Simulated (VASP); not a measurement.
# PbS (I4mm) in VASP: single point with PBE

Aim: the single point of PbS with PBE.

Everything below comes from runs of VASP 6.6.1. Logs are shortened: lines on timing, memory, paths and dates and some standing lists are left out, and cuts for length are marked.

## (1) The cell of the first run

It takes space group I4mm (No. 107, tetragonal). The conventional cell has a = 4.249 Å, b = 4.249 Å, c = 6.011 Å, α = 90.00°, β = 90.00°, γ = 90.00°. Pb (site symmetry 4mm) has 6 S at 2.98 to 3.03 Å within 3.9 Å. Within 3.9 Å of S (site symmetry 4mm) lie 6 Pb at 2.98 to 3.03 Å.

## (2) Single point, PBE

POSCAR reads:

```
PbS
1.0
   -2.1245342651      2.1245342651      3.0054084493
    2.1245342651     -2.1245342651      3.0054084493
    2.1245342651      2.1245342651     -3.0054084493
Pb S
1 1
Direct
    0.2523050968      0.2523050968      0.0000000000
    0.7476949032      0.7476949032      0.0000000000
```

INCAR.step1 reads:

```
SYSTEM = PbS
  PREC = Accurate
  ENCUT = 520
  EDIFF = 1E-7
  ISMEAR = 0
  SIGMA = 0.02
  LREAL = .False.
  LASPH = .True.
  NELM = 80
  ALGO = Normal
  ISIF = 2
  LWAVE = .False.
  LCHARG = .True.
  GGA = PE
  NBANDS = 17
```

KPOINTS.step1 reads:

```
Automatic mesh
0
Gamma
  12 12 12
  0 0 0
```

INCAR.step2 reads:

```
SYSTEM = PbS
  PREC = Accurate
  ENCUT = 520
  EDIFF = 1E-7
  ISMEAR = -5
  SIGMA = 0.02
  LREAL = .False.
  LASPH = .True.
  NELM = 80
  ALGO = Normal
  ISIF = 2
  LWAVE = .False.
  LCHARG = .False.
  GGA = PE
  LORBIT = 10
  NEDOS = 1001
  ICHARG = 11
```

KPOINTS.step2 reads:

```
Automatic mesh
0
Gamma
  18 18 18
  0 0 0
```

Potentials or basis: VASP PAW PBE potentials, release 64 (Pb_d, S).

On the command line:

```console
$ cat potpaw_PBE.64/Pb_d/POTCAR potpaw_PBE.64/S/POTCAR > POTCAR
$ cp INCAR.step1 INCAR
$ cp KPOINTS.step1 KPOINTS
$ mpirun -np 1 vasp_std > vasp.out
$ cp INCAR.step2 INCAR
$ cp KPOINTS.step2 KPOINTS
$ mpirun -np 1 vasp_std > vasp.out
```

OUTCAR:

```text
SYSTEM = PbS
   PREC = Accurate
   ENCUT = 520
   EDIFF = 1E-7
   ISMEAR = -5
   LREAL = .False.
   LASPH = .True.
   NELM = 80
   ISIF = 2
   GGA = PE
   LORBIT = 10
   ICHARG = 11

 ion  position               nearest neighbor table
   1  0.252  0.252  0.000-   2 2.98   2 3.00   2 3.00   2 3.00   2 3.00   2 3.03
   2  0.748  0.748  0.000-   1 2.98   1 3.00   1 3.00   1 3.00   1 3.00   1 3.03

  LATTYP: Found a body centered tetragonal cell.
 ALAT       =     4.2490685302
 C/A-ratio  =     1.4146198998

  Lattice vectors:

 A1 = (  -2.1245342651,   2.1245342651,   3.0054084493)
 A2 = (   2.1245342651,  -2.1245342651,   3.0054084493)
 A3 = (   2.1245342651,   2.1245342651,  -3.0054084493)

Analysis of symmetry for initial positions (statically):
=====================================================================
 Subroutine PRICEL returns:
 Original cell was already a primitive cell.

 Routine SETGRP: Setting up the symmetry group for a
 body centered tetragonal supercell.

 Subroutine GETGRP returns: Found  8 space group operations
 (whereof  8 operations were pure point group operations)
 out of a pool of 16 trial point group operations.

The static configuration has the point symmetry C_4v.

Analysis of symmetry for dynamics (positions and initial velocities):
=====================================================================
 Subroutine PRICEL returns:
 Original cell was already a primitive cell.

 Routine SETGRP: Setting up the symmetry group for a
 body centered tetragonal supercell.

 Subroutine GETGRP returns: Found  8 space group operations
 (whereof  8 operations were pure point group operations)
 out of a pool of 16 trial point group operations.

The dynamic configuration has the point symmetry C_4v.

 Subroutine INISYM returns: Found  8 space group operations
 (whereof  8 operations are pure point group operations),
 and found     1 'primitive' translations

----------------------------------------------------------------------------------------

                                     Primitive cell

  volume of cell :      54.2614

  direct lattice vectors                    reciprocal lattice vectors
    -2.124534265  2.124534265  3.005408449     0.000000000  0.235345698  0.166366738
     2.124534265 -2.124534265  3.005408449     0.235345698  0.000000000  0.166366738
     2.124534265  2.124534265 -3.005408449     0.235345698  0.235345698  0.000000000

  length of vectors
     4.249679004  4.249679004  4.249679004     0.288210842  0.288210842  0.332829078

  position of ions in fractional coordinates (direct lattice)
     0.252305097  0.252305097  0.000000000
     0.747694903  0.747694903  0.000000000

  ion indices of the primitive-cell ions
   primitive index   ion index
[... 98 lines left out ...]
  Fermi-wavevector in a.u.,A,eV,Ry     =   1.173783  2.218128 18.745654  1.377767
  Thomas-Fermi vector in A             =   2.310191
   LORBIT       =     10    0 simple, 1 ext, 2 COOP (PROOUT), +10 PAW based schemes
   GGA     = PE    functional components
   LHFCALC =     F    Hartree Fock is set to
   AEXX    =    0.0000 exact exchange contribution
   IVDW    =     0    specifies the selected vdW correction
   LEPSILON=     F    determine dielectric tensor
   LRPA    =     F    only Hartree local field effects (RPA)
 non-spin polarized calculation
 Fermi weights with tetrahedron method with Bloechl corrections
  energy-cutoff  :      520.00
  volume of cell :       54.26
 maximum number of plane-waves:      1476

 number of electron      20.0000003 magnetization

 Free energy of the ion-electron system (eV)
  ---------------------------------------------------
  ext. energy  EPLUGINS =         0.00000000
  ---------------------------------------------------
  free energy    TOTEN  =        -8.76936722 eV

  energy without entropy =       -8.76936722  energy(sigma->0) =       -8.76936722

 E-fermi :   5.2774     XC(G=0):  -9.4983

 val. band max:        5.2734359001   @ k =   0.5000   0.0000   0.0000
 cond. band min:       5.7803948293   @ k =   0.5000   0.0000   0.0000
 fundamental gap:      0.5069589292
 Fermi energy:         5.2774034602

 k-point     1 :       0.0000    0.0000    0.0000
  band No.  band energies     occupation
      1     -11.4486      2.00000
      2     -11.4485      2.00000
      3     -11.4485      2.00000
      4     -11.4353      2.00000
      5     -11.4352      2.00000
      6      -7.9358      2.00000
      7      -0.7907      2.00000
      8       3.3347      2.00000
      9       3.3347      2.00000
     10       3.3353      2.00000
     11      10.4072      0.00000
     12      10.4072      0.00000
     13      10.4078      0.00000
     14      12.1502      0.00000
[... 377 lines left out ...]
      1     -11.4506      2.00000
      2     -11.4472      2.00000
      3     -11.4462      2.00000
      4     -11.4338      2.00000
      5     -11.4271      2.00000
      6      -7.5930      2.00000
      7      -1.7262      2.00000
      8       3.2721      2.00000
      9       3.3866      2.00000
     10       4.1622      2.00000
     11       7.9092      0.00000
     12       8.9950      0.00000
     13       9.2456      0.00000
     14      11.9081      0.00000

 [... further k-points ...]

------------------------ aborting loop because EDIFF is reached ----------------------------------------

  FORCE on cell =-STRESS in cart. coord.  units (eV):
  Direction    XX          YY          ZZ          XY          YZ          ZX
  --------------------------------------------------------------------------------------
  -------------------------------------------------------------------------------------
  Total       -0.0253698     -0.0253698     -0.0271733      0.0000000     -0.0000000      0.0000000
  in kB       -0.7490958     -0.7490958     -0.8023467      0.0000000     -0.0000000      0.0000000
  external PRESSURE =      -0.7668461 kB  Pullay stress =       0.0000000 kB

 VOLUME and BASIS-vectors are now :
 -----------------------------------------------------------------------------
  energy-cutoff  :      520.00
  volume of cell :       54.26
      direct lattice vectors                 reciprocal lattice vectors
    -2.124534265  2.124534265  3.005408449     0.000000000  0.235345698  0.166366738
     2.124534265 -2.124534265  3.005408449     0.235345698  0.000000000  0.166366738
     2.124534265  2.124534265 -3.005408449     0.235345698  0.235345698  0.000000000

 POSITION                                       TOTAL-FORCE (eV/Angst)
 -----------------------------------------------------------------------------------
      0.00000      0.00000      1.51656        -0.000000     -0.000000     -0.005513
      0.00000      0.00000      4.49426         0.000000      0.000000      0.005513
 -----------------------------------------------------------------------------------
    total drift:                                0.000000      0.000000     -0.000056

  FREE ENERGIE OF THE ION-ELECTRON SYSTEM (eV)
  ---------------------------------------------------
  free  energy   TOTEN  =        -8.7693672178 eV

  energy  without entropy=       -8.7693672178  energy(sigma->0) =       -8.76936722

 total charge

# of ion       s       p       d       tot
------------------------------------------
    1        1.489   0.484   9.843  11.816
    2        1.349   2.331   0.000   3.680
--------------------------------------------------
tot          2.837   2.815   9.843  15.496
```

OSZICAR.step1:

```text
N       E                     dE             d eps       ncg     rms          rms(c)
DAV:   1     0.157711942642E+03    0.15771E+03   -0.98259E+03  5550   0.124E+03
DAV:   2     0.319364637883E+01   -0.15452E+03   -0.14883E+03  5856   0.310E+02
DAV:   3    -0.898911717017E+01   -0.12183E+02   -0.12096E+02  7251   0.919E+01
DAV:   4    -0.927747010601E+01   -0.28835E+00   -0.28810E+00  7129   0.158E+01
DAV:   5    -0.928768093202E+01   -0.10211E-01   -0.10210E-01  8132   0.297E+00    0.437E+00
DAV:   6    -0.876423900930E+01    0.52344E+00   -0.15180E+00  8769   0.802E+00    0.306E+00
DAV:   7    -0.876590406181E+01   -0.16651E-02   -0.14713E-01  6743   0.189E+00    0.181E+00
DAV:   8    -0.876980273136E+01   -0.38987E-02   -0.17994E-02  6568   0.142E+00    0.344E-01
DAV:   9    -0.876912818410E+01    0.67455E-03   -0.40176E-03  8845   0.531E-01    0.942E-02
DAV:  10    -0.876935648241E+01   -0.22830E-03   -0.42347E-04  6369   0.117E-01    0.699E-02
DAV:  11    -0.876936130428E+01   -0.48219E-05   -0.64909E-05  7931   0.873E-02    0.155E-02
DAV:  12    -0.876936232995E+01   -0.10257E-05   -0.41904E-06  7176   0.201E-02    0.373E-03
DAV:  13    -0.876936234186E+01   -0.11910E-07   -0.19252E-07  7431   0.393E-03
   1 F= -.87693623E+01 E0= -.87693623E+01  d E =-.497685E-19
```

Run time: 5.8 min. Hardware: 1 thread of Intel Xeon 8259CL, shared host; peak memory 0.47 GiB.

Results:

* Valence electrons inside the program's atomic spheres: Pb 11.82; S 3.68

Caveat: spin-orbit coupling is left out, which moves the levels of the heavy elements.
